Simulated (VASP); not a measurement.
# BN (P-1) in VASP: a series of runs, part 3 of 3

VASP 6.6.1. The steps go on from the part before.

## (5) Electric field gradients, PBEsol (equal xy, yz and zx shear strains of +1 %)

Input file INCAR:

```
PREC = Accurate ; ENCUT = 520
EDIFF = 1E-8 ; ISMEAR = -1
SIGMA = 0.02 ; LREAL = False
LASPH = True ; NELM = 60
ALGO = Normal ; ISIF = 2
LWAVE = False ; LCHARG = False
GGA = PS ; LEFG = True
NBANDS = 16
```

Input file KPOINTS:

```
Automatic mesh
0
Gamma
  11 11 4
```

Input file POSCAR:

```
BN
1.0
    2.5039917043      0.0125199585      0.0125199585
   -1.2411532501      2.1622604475      0.0045826229
    0.0333060000      0.0333060000      6.6612000000
B N
2 2
Direct
    0.3333333333      0.6666666667      0.2500000000
    0.6666666667      0.3333333333      0.7500000000
    0.3333333333      0.6666666667      0.7500000000
    0.6666666667      0.3333333333      0.2500000000
```

Potentials or basis: VASP PAW PBE potentials, release 64 (B, N).

The run is started by

```console
> cat potpaw_PBE.64/B/POTCAR potpaw_PBE.64/N/POTCAR > POTCAR
> mpirun -np 1 vasp_std > vasp.out
```

OUTCAR:

```text
PREC = Accurate
   ENCUT = 520
   EDIFF = 1E-8
   ISMEAR = -1
   LREAL = False
   LASPH = True
   NELM = 60
   ISIF = 2
   GGA = PS

 ion  position               nearest neighbor table
   1  0.333  0.667  0.250-   4 1.44   4 1.45   4 1.45
   2  0.667  0.333  0.750-   3 1.44   3 1.45   3 1.45
   3  0.333  0.667  0.750-   2 1.44   2 1.45   2 1.45
   4  0.667  0.333  0.250-   1 1.44   1 1.45   1 1.45

  LATTYP: Found a triclinic cell.
 ALAT       =     2.5040543033
 B/A-ratio  =     0.9956498026
 C/A-ratio  =     3.1585897451
 COS(alpha) =     0.0003432631
 COS(beta)  =     0.4692011604
 COS(gamma) =     0.4934652005

  Lattice vectors:

 A1 = (   2.5039917043,   0.0125199585,   0.0125199585)
 A2 = (   1.2411532501,  -2.1622604475,  -0.0045826229)
 A3 = (   3.7335241585,   2.1539943645,  -6.6315774601)

Analysis of symmetry for initial positions (statically):
=====================================================================
 Subroutine PRICEL returns:
 Original cell was already a primitive cell.

 Routine SETGRP: Setting up the symmetry group for a
 triclinic supercell.

 Subroutine GETGRP returns: Found  2 space group operations
 (whereof  2 operations were pure point group operations)
 out of a pool of  2 trial point group operations.

The static configuration has the point symmetry S_2 .

Analysis of symmetry for dynamics (positions and initial velocities):
=====================================================================
 Subroutine PRICEL returns:
 Original cell was already a primitive cell.

 Routine SETGRP: Setting up the symmetry group for a
 triclinic supercell.

 Subroutine GETGRP returns: Found  2 space group operations
 (whereof  2 operations were pure point group operations)
 out of a pool of  2 trial point group operations.

The dynamic configuration has the point symmetry S_2 .

 Subroutine INISYM returns: Found  2 space group operations
 (whereof  2 operations are pure point group operations),
 and found     1 'primitive' translations

----------------------------------------------------------------------------------------

                                     Primitive cell

  volume of cell :      36.1673

  direct lattice vectors                    reciprocal lattice vectors
     2.503991704  0.012519958  0.012519958     0.398235034  0.228596453 -0.003134157
    -1.241153250  2.162260448  0.004582623    -0.002294362  0.461166859 -0.002294362
     0.033306000  0.033306000  6.661200000    -0.000746918 -0.000746918  0.150130570

  length of vectors
     2.504054303  2.493161173  6.661366528     0.459192012  0.461178274  0.150134286

  position of ions in fractional coordinates (direct lattice)
     0.333333333  0.666666667  0.250000000
     0.666666667  0.333333333  0.750000000
     0.333333333  0.666666667  0.750000000
     0.666666667  0.333333333  0.250000000

  ion indices of the primitive-cell ions
   primitive index   ion index
[... 89 lines left out ...]
   EMIN   =  10.00;   EMAX   =-10.00  energy-range for DOS
   EFERMI =   0.00;   METHOD = LEGACY
   ISMEAR =    -1;   SIGMA  =   0.02  broadening in eV -4-tet -1-fermi 0-gaus
   EFERMI_NEDOS =   21; number of points for ismear=-14 and -15
   IALGO  =     38    algorithm
   IMIX   =      4    mixing-type and parameters
     AMIX     =   0.40;   BMIX     =  1.00
     AMIX_MAG =   1.60;   BMIX_MAG =  1.00
  volume/ion in A,a.u.               =       9.04        61.02
  Fermi-wavevector in a.u.,A,eV,Ry     =   1.247410  2.357264 21.171110  1.556033
  Thomas-Fermi vector in A             =   2.381544
   LORBIT       =      0    0 simple, 1 ext, 2 COOP (PROOUT), +10 PAW based schemes
   GGA     = PS    functional components
   LHFCALC =     F    Hartree Fock is set to
   AEXX    =    0.0000 exact exchange contribution
   IVDW    =     0    specifies the selected vdW correction
   LEPSILON=     F    determine dielectric tensor
   LRPA    =     F    only Hartree local field effects (RPA)
 non-spin polarized calculation
  energy-cutoff  :      520.00
  volume of cell :       36.17
 maximum number of plane-waves:       993
   NGX =  9   NGY =  9   NGZ = 25

 number of electron      15.9999998 magnetization

 Free energy of the ion-electron system (eV)
  ---------------------------------------------------
  ext. energy  EPLUGINS =         0.00000000
  ---------------------------------------------------
  free energy    TOTEN  =       -36.56160687 eV

  energy without entropy =      -36.56160687  energy(sigma->0) =      -36.56160687

 E-fermi :   2.6158     XC(G=0): -10.2826

 val. band max:        2.1977824592   @ k =   0.3636   0.3636   0.0000
 cond. band min:       6.3899509275   @ k =   0.4545   0.0909   0.0000
 fundamental gap:      4.1921684682
 Fermi energy:         2.6158000660

 k-point     1 :       0.0000    0.0000    0.0000
  band No.  band energies     occupation
      1     -15.5926      2.00000
      2     -15.2957      2.00000
      3      -4.1147      2.00000
      4      -1.9664      2.00000
      5       0.8353      2.00000
      6       0.8722      2.00000
[... 433 lines left out ...]
      3      -5.2252      2.00000
      4      -5.1647      2.00000
      5      -2.9829      2.00000
      6      -2.9172      2.00000
[... 8 lines left out ...]
     15      16.5511      0.00000
     16      18.7002      0.00000

 [... further k-points ...]

------------------------ aborting loop because EDIFF is reached ----------------------------------------

  FORCE on cell =-STRESS in cart. coord.  units (eV):
  Direction    XX          YY          ZZ          XY          YZ          ZX
  --------------------------------------------------------------------------------------
  -------------------------------------------------------------------------------------
  Total        0.1781349      0.1772674      0.1576506     -0.8443227     -0.0139204     -0.0139865
  in kB        7.8912011      7.8527732      6.9837681    -37.4026712     -0.6166608     -0.6195868
  external PRESSURE =       7.5759141 kB  Pullay stress =       0.0000000 kB

 VOLUME and BASIS-vectors are now :
 -----------------------------------------------------------------------------
  energy-cutoff  :      520.00
  volume of cell :       36.17
      direct lattice vectors                 reciprocal lattice vectors
     2.503991704  0.012519958  0.012519958     0.398235034  0.228596453 -0.003134157
    -1.241153250  2.162260448  0.004582623    -0.002294362  0.461166859 -0.002294362
     0.033306000  0.033306000  6.661200000    -0.000746918 -0.000746918  0.150130570

 POSITION                                       TOTAL-FORCE (eV/Angst)
 -----------------------------------------------------------------------------------
      0.01555      1.45401      1.67253        -0.130828      0.003118     -0.000740
      1.28059      0.75408      5.00577         0.130828     -0.003118      0.000740
      0.03221      1.47066      5.00313        -0.132275      0.003129     -0.000594
      1.26394      0.73743      1.67517         0.132275     -0.003129      0.000594
 -----------------------------------------------------------------------------------
    total drift:                                0.000000     -0.000000     -0.000000

  FREE ENERGIE OF THE ION-ELECTRON SYSTEM (eV)
  ---------------------------------------------------
  free  energy   TOTEN  =       -36.5616068668 eV

  energy  without entropy=      -36.5616068668  energy(sigma->0) =      -36.56160687

 Electric field gradients (V/A^2)
---------------------------------------------------------------------
 ion       V_xx      V_yy      V_zz      V_xy      V_xz      V_yz
---------------------------------------------------------------------
   1     -17.333   -17.326    34.659     0.434    -0.257    -0.257
   2     -17.333   -17.326    34.659     0.434    -0.257    -0.257
   3      -2.077    -2.087     4.164     1.842     0.018     0.019
   4      -2.077    -2.087     4.164     1.842     0.018     0.019
---------------------------------------------------------------------

 Electric field gradients after diagonalization (V/A^2)
 (convention: |V_zz| > |V_xx| > |V_yy|)
----------------------------------------------------------------------
 ion       V_xx      V_yy      V_zz     asymmetry (V_yy - V_xx)/ V_zz
----------------------------------------------------------------------
   1     -17.764   -16.898    34.661       0.025
   2     -17.764   -16.898    34.661       0.025
   3      -3.924    -0.240     4.164       0.885
   4      -3.924    -0.240     4.164       0.885
----------------------------------------------------------------------

           NMR quadrupolar parameters

 Cq : quadrupolar parameter    Cq=e*Q*V_zz/h
 eta: asymmetry parameters     (V_yy - V_xx)/ V_zz
 Q  : nuclear electric quadrupole moment in mb (millibarn)
----------------------------------------------------------------------
 ion       Cq(MHz)       eta       Q (mb)
----------------------------------------------------------------------
   1       0.084       0.025       1.000
   2       0.084       0.025       1.000
   3       0.010       0.885       1.000
   4       0.010       0.885       1.000
----------------------------------------------------------------------
```

stdout:

```text
POSCAR found type information on POSCAR B N
 POSCAR found :  2 types and       4 ions
 scaLAPACK will be used
 -----------------------------------------------------------------------------
|                                                                             |
|                                                                             |
|     You enforced a specific xc type in the INCAR file but a different       |
|     I HOPE YOU KNOW WHAT YOU ARE DOING!                                     |
|                                                                             |
 -----------------------------------------------------------------------------

 LDA part: xc-table for (Slater+PW92), standard interpolation
 POSCAR, INCAR and KPOINTS ok, starting setup
 FFT: planning ... GRIDC
 FFT: planning ... GRID_SOFT
 FFT: planning ... GRID
 WAVECAR not read
 entering main loop
ion   1
     0.0000257    -0.4997640     0.2125466   -25.0442116     0.2125732     0.0045954
     0.0000354    -0.4997640     0.2125466   -25.0442116     0.2125732     0.0045954
     0.0000487    -0.4997640     0.2125466   -25.0442115     0.2125732     0.0045954
     0.0000671    -0.4997640     0.2125466   -25.0442113     0.2125732     0.0045954
[... 34 lines left out ...]
     0.0000281    -1.9411066     0.0405181   -10.1324271     0.0407898    -0.0019733
     0.0000381    -1.9411064     0.0405181   -10.1324267     0.0407898    -0.0019733
     0.0000517    -1.9411061     0.0405181   -10.1324262     0.0407898    -0.0019733
     0.0000701    -1.9411056     0.0405181   -10.1324252     0.0407898    -0.0019733
```

Wall time 2 min (1 thread of Intel Xeon Platinum 8259CL at 2.50GHz (Skylake/Cascade Lake), shared host); peak memory 0.23 GiB.

What came out:

- Free energy: -36.5616 eV
- Pressure: 0.8 GPa
- Largest force: 0.132 eV/Å
- Band gap on the k mesh: 4.19 eV (least direct gap 4.59 eV)
- Largest electric field gradient by atom: B +34.7; N +4.2 V/Å²

Forces on the atoms (eV/Å):
```
B   -0.131  0.003 -0.001
B    0.131 -0.003  0.001
N   -0.132  0.003 -0.001
N    0.132 -0.003  0.001
```

Stress tensor (GPa, compression positive):
```
 0.79 -3.74 -0.06
-3.74  0.79 -0.06
-0.06 -0.06  0.70
```

Levels at points of the mesh, in eV from the valence-band top:
```csv
k point,band 5,band 6,band 7,band 8,band 9,band 10,band 11,band 12
"(0.00, 0.00, 0.00)",-1.36,-1.33,-1.31,-1.28,5.00,10.11,11.34,11.48
"(0.00, 0.00, 0.50)",-1.34,-1.34,-1.30,-1.30,7.39,7.39,11.41,11.42
```

Electric field gradients, principal values (V/Å²):
| atom | least | middle | greatest (by size) |
| --- | --- | --- | --- |
| 1 B | -16.898 | -17.764 | 34.661 |
| 2 B | -16.898 | -17.764 | 34.661 |
| 3 N | -0.240 | -3.924 | 4.164 |
| 4 N | -0.240 | -3.924 | 4.164 |

Caveat: the cell differs from its parent crystal (equal xy, yz and zx shear strains of +1 %); without QUAD_EFG the Cq values of the log hold for a quadrupole moment of 1 mb, not for the nuclei; the PAW data sets were made with another functional, which shifts forces and pressure a little; an odd mesh through Γ misses points on the zone boundary, where band edges can lie.
